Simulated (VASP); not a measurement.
# SnSe (P6_3/mmc) in VASP: single point with PBE

Aim: the single point of SnSe with PBE.

Everything below comes from runs of VASP 6.6.1. Logs are shortened: lines on timing, memory, paths and dates and some standing lists are left out, and cuts for length are marked.

## Step 1: The cell of the first run

It takes space group P6_3/mmc (No. 194, hexagonal). The conventional cell has a = 5.064 Å, b = 5.064 Å, c = 6.073 Å, α = 90.00°, β = 90.00°, γ = 120.00°. Within 3.9 Å of Sn (site symmetry -6m2) lie 5 Se at 2.92 to 3.04 Å. Within 3.9 Å of Se (site symmetry -6m2) lie 5 Sn at 2.92 to 3.04 Å.

## Step 2: Single point, PBE

INCAR

```
SYSTEM = SnSe
  ALGO = Normal
  EDIFF = 1E-6
  ENCUT = 500
  GGA = PE
  GGA_COMPAT = .False.
  ISIF = 2
  ISMEAR = 0
  LASPH = .True.
  LCHARG = .True.
  LELF = .True.
  LREAL = .False.
  LVHAR = .True.
  LWAVE = .False.
  NBANDS = 28
  NELM = 120
  PREC = Accurate
  SIGMA = 0.01
```

KPOINTS

```
k-points
0
Gamma
  6 6 2
  0 0 0
```

POSCAR

```
SnSe
1.0
    5.0644551551      0.0000000000      0.0000000000
   -2.5322275776      4.3859468206      0.0000000000
    0.0000000000      0.0000000000      6.0733872729
Sn Se
2 2
Direct
    0.3333333333      0.6666666667      0.2500000000
    0.6666666667      0.3333333333      0.7500000000
    0.6666666667      0.3333333333      0.2500000000
    0.3333333333      0.6666666667      0.7500000000
```

Potentials or basis: VASP PAW PBE potentials, release 64 (Sn_d, Se).

Started as:

```sh
$ cat potpaw_PBE.64/Sn_d/POTCAR potpaw_PBE.64/Se/POTCAR > POTCAR
$ mpirun -np 1 vasp_std > vasp.out
```

OUTCAR:

```text
SYSTEM = SnSe
   EDIFF = 1E-6
   ENCUT = 500
   GGA = PE
   ISIF = 2
   ISMEAR = 0
   LASPH = .True.
   LREAL = .False.
   NELM = 120
   PREC = Accurate

 ion  position               nearest neighbor table
   1  0.333  0.667  0.250-   3 2.92   3 2.92   3 2.92   4 3.04   4 3.04
   2  0.667  0.333  0.750-   4 2.92   4 2.92   4 2.92   3 3.04   3 3.04
   3  0.667  0.333  0.250-   1 2.92   1 2.92   1 2.92   2 3.04   2 3.04
   4  0.333  0.667  0.750-   2 2.92   2 2.92   2 2.92   1 3.04   1 3.04

  LATTYP: Found a hexagonal cell.
 ALAT       =     5.0644551551
 C/A-ratio  =     1.1992182943

  Lattice vectors:

 A1 = (   5.0644551551,   0.0000000000,   0.0000000000)
 A2 = (  -2.5322275776,   4.3859468206,   0.0000000000)
 A3 = (   0.0000000000,   0.0000000000,   6.0733872729)

Analysis of symmetry for initial positions (statically):
=====================================================================
 Subroutine PRICEL returns:
 Original cell was already a primitive cell.

 Routine SETGRP: Setting up the symmetry group for a
 hexagonal supercell.

 Subroutine GETGRP returns: Found 24 space group operations
 (whereof 12 operations were pure point group operations)
 out of a pool of 24 trial point group operations.

The static configuration has the point symmetry D_3d.
 The point group associated with its full space group is D_6h.

Analysis of symmetry for dynamics (positions and initial velocities):
=====================================================================
 Subroutine PRICEL returns:
 Original cell was already a primitive cell.

 Routine SETGRP: Setting up the symmetry group for a
 hexagonal supercell.

 Subroutine GETGRP returns: Found 24 space group operations
 (whereof 12 operations were pure point group operations)
 out of a pool of 24 trial point group operations.

The dynamic configuration has the point symmetry D_3d.
 The point group associated with its full space group is D_6h.

 Subroutine INISYM returns: Found 24 space group operations
 (whereof 12 operations are pure point group operations),
 and found     1 'primitive' translations

----------------------------------------------------------------------------------------

                                     Primitive cell

[... 79 lines left out ...]
   LSORBIT =      F    spin-orbit coupling
   LASPH  =      T    aspherical Exc in radial PAW
   ENCUT  =  500.0 eV  36.75 Ry    6.06 a.u.   9.23  9.23 11.07*2*pi/ulx,y,z
   NELM   =    120;   NELMIN=  2; NELMDL= -5     # of ELM steps
   EDIFF  = 0.1E-05   stopping-criterion for ELM
   LREAL  =      F    real-space projection
   EDIFFG = 0.1E-04   stopping-criterion for IOM
   NSW    =      0    number of steps for IOM
   IBRION =     -1    ionic relax: 0-MD 1-quasi-New 2-CG
   NFREE  =      0    steps in history (QN), initial steepest desc. (CG)
   ISIF   =      2    stress and relaxation
   ISYM   =      2    0-nonsym 1-usesym 2-fastsym
   POTIM  = 0.5000    time-step for ionic-motion
   TEBEG  =    0.0;   TEEND  =   0.0 temperature during run
   PSTRESS=    0.0 pullay stress
   NELECT =      40.0000    total number of electrons
   NUPDOWN=      -1.0000    fix difference up-down
   EMIN   =  10.00;   EMAX   =-10.00  energy-range for DOS
   EFERMI =   0.00;   METHOD = LEGACY
   ISMEAR =     0;   SIGMA  =   0.01  broadening in eV -4-tet -1-fermi 0-gaus
   EFERMI_NEDOS =   21; number of points for ismear=-14 and -15
   IALGO  =     38    algorithm
   IMIX   =      4    mixing-type and parameters
     AMIX     =   0.40;   BMIX     =  1.00
     AMIX_MAG =   1.60;   BMIX_MAG =  1.00
  volume/ion in A,a.u.               =      33.73       227.60
  Fermi-wavevector in a.u.,A,eV,Ry     =   1.091656  2.062931 16.214237  1.191713
  Thomas-Fermi vector in A             =   2.227906
   LORBIT       =      0    0 simple, 1 ext, 2 COOP (PROOUT), +10 PAW based schemes
   GGA     = PE    functional components
   LHFCALC =     F    Hartree Fock is set to
   AEXX    =    0.0000 exact exchange contribution
   IVDW    =     0    specifies the selected vdW correction
   LEPSILON=     F    determine dielectric tensor
   LRPA    =     F    only Hartree local field effects (RPA)
 non-spin polarized calculation
 Gauss-broadening in eV      SIGMA  =   0.01
  energy-cutoff  :      500.00
  volume of cell :      134.90
 maximum number of plane-waves:      3438
 NGX is ok and might be reduce to    40
   NGX = 19   NGY = 19   NGZ = 23

 number of electron      40.0000009 magnetization

 Free energy of the ion-electron system (eV)
  ---------------------------------------------------
  ext. energy  EPLUGINS =         0.00000000
  ---------------------------------------------------
  free energy    TOTEN  =       -15.55772749 eV

  energy without entropy =      -15.55772749  energy(sigma->0) =      -15.55772749

 E-fermi :   4.1704     XC(G=0):  -8.3569

 val. band max:        4.1218321568   @ k =   0.3333   0.3333   0.5000
 cond. band min:       4.5044736261   @ k =   0.3333   0.3333   0.5000
 fundamental gap:      0.3826414692
 Fermi energy:         4.1704318795

 k-point     1 :       0.0000    0.0000    0.0000
  band No.  band energies     occupation
      1     -17.9027      2.00000
      2     -17.8800      2.00000
      3     -17.8764      2.00000
      4     -17.8764      2.00000
      5     -17.8618      2.00000
      6     -17.8618      2.00000
[... 423 lines left out ...]
     27       9.7115      0.00000
     28       9.7115      0.00000

------------------------ aborting loop because EDIFF is reached ----------------------------------------

  FORCE on cell =-STRESS in cart. coord.  units (eV):
  Direction    XX          YY          ZZ          XY          YZ          ZX
  --------------------------------------------------------------------------------------
  -------------------------------------------------------------------------------------
  Total       -0.0336441     -0.0336441      4.2297889      0.0000000      0.0000000      0.0000000
  in kB       -0.3995701     -0.3995701     50.2345141      0.0000000      0.0000000      0.0000000
  external PRESSURE =      16.4784579 kB  Pullay stress =       0.0000000 kB

 VOLUME and BASIS-vectors are now :
 -----------------------------------------------------------------------------
  energy-cutoff  :      500.00
  volume of cell :      134.90
      direct lattice vectors                 reciprocal lattice vectors
     5.064455155  0.000000000  0.000000000     0.197454607  0.114000470  0.000000000
    -2.532227578  4.385946821  0.000000000     0.000000000  0.228000940  0.000000000
     0.000000000  0.000000000  6.073387273     0.000000000  0.000000000  0.164652764

 POSITION                                       TOTAL-FORCE (eV/Angst)
 -----------------------------------------------------------------------------------
     -0.00000      2.92396      1.51835        -0.000000      0.000000     -0.000000
      2.53223      1.46198      4.55504         0.000000     -0.000000      0.000000
      2.53223      1.46198      1.51835        -0.000000     -0.000000     -0.000000
     -0.00000      2.92396      4.55504         0.000000     -0.000000     -0.000000
 -----------------------------------------------------------------------------------
    total drift:                               -0.000000     -0.000000     -0.000000

  FREE ENERGIE OF THE ION-ELECTRON SYSTEM (eV)
  ---------------------------------------------------
  free  energy   TOTEN  =       -15.5577274898 eV

  energy  without entropy=      -15.5577274898  energy(sigma->0) =      -15.55772749
```

OSZICAR:

```text
N       E                     dE             d eps       ncg     rms          rms(c)
DAV:   1     0.351791201132E+03    0.35179E+03   -0.18582E+04   800   0.162E+03
DAV:   2     0.332685179878E+02   -0.31852E+03   -0.31014E+03   808   0.431E+02
DAV:   3    -0.138457464203E+02   -0.47114E+02   -0.45371E+02   956   0.150E+02
DAV:   4    -0.160740561743E+02   -0.22283E+01   -0.22201E+01   912   0.347E+01
DAV:   5    -0.161309556277E+02   -0.56899E-01   -0.56891E-01  1032   0.601E+00    0.441E+00
DAV:   6    -0.155563883394E+02    0.57457E+00   -0.13655E+00  1040   0.519E+00    0.260E+00
DAV:   7    -0.155516483138E+02    0.47400E-02   -0.28874E-01   836   0.189E+00    0.133E+00
DAV:   8    -0.155564430700E+02   -0.47948E-02   -0.27687E-02   880   0.115E+00    0.200E-01
DAV:   9    -0.155566766868E+02   -0.23362E-03   -0.53067E-03   900   0.437E-01    0.907E-02
DAV:  10    -0.155575185857E+02   -0.84190E-03   -0.11977E-03   924   0.160E-01    0.337E-02
DAV:  11    -0.155577035559E+02   -0.18497E-03   -0.25939E-04   848   0.820E-02    0.110E-02
DAV:  12    -0.155577220142E+02   -0.18458E-04   -0.25960E-05   860   0.349E-02    0.546E-03
DAV:  13    -0.155577272958E+02   -0.52816E-05   -0.79456E-06   720   0.105E-02    0.315E-03
DAV:  14    -0.155577274898E+02   -0.19401E-06   -0.78095E-07   636   0.852E-03
   1 F= -.15557727E+02 E0= -.15557727E+02  d E =-.173144E-13
```

stdout:

```text
POSCAR found type information on POSCAR SnSe
 POSCAR found :  2 types and       4 ions
 scaLAPACK will be used
 LDA part: xc-table for (Slater+PW92), standard interpolation
 POSCAR, INCAR and KPOINTS ok, starting setup
 FFT: planning ... GRIDC
 FFT: planning ... GRID_SOFT
 FFT: planning ... GRID
 WAVECAR not read
 entering main loop
```

Run time: 24 s. Hardware: 1 thread of Intel Xeon 6975P-C (Granite Rapids), shared host; peak memory 0.27 GiB.

Results:

```yaml
Free_energy: -15.5577 eV
Pressure: 1.6 GPa
Band_gap_on_the_k_mesh: 0.38 eV
```

Levels at points of the mesh, in eV from the valence-band top:
| k point | band 16 | band 17 | band 18 | band 19 | band 20 | band 21 | band 22 | band 23 | band 24 | band 25 |
| --- | --- | --- | --- | --- | --- | --- | --- | --- | --- | --- |
| (0.00, 0.00, 0.00) | -3.87 | -3.87 | -2.56 | -2.56 | -2.48 | 0.84 | 0.84 | 2.41 | 2.41 | 4.01 |
| (0.50, 0.00, 0.00) | -4.49 | -3.63 | -2.92 | -2.59 | -1.00 | 1.98 | 2.73 | 3.26 | 3.47 | 4.41 |
| (0.00, 0.00, 0.50) | -3.26 | -3.26 | -3.26 | -1.78 | -1.78 | 1.27 | 1.27 | 1.27 | 1.27 | 1.68 |
| (0.50, 0.00, 0.50) | -3.81 | -2.56 | -2.56 | -0.94 | -0.94 | 0.60 | 0.60 | 2.41 | 2.41 | 3.52 |

Caveat: the k points lie up to 0.52 Å⁻¹ apart; spin-orbit coupling is left out, which moves the levels of the heavy elements.
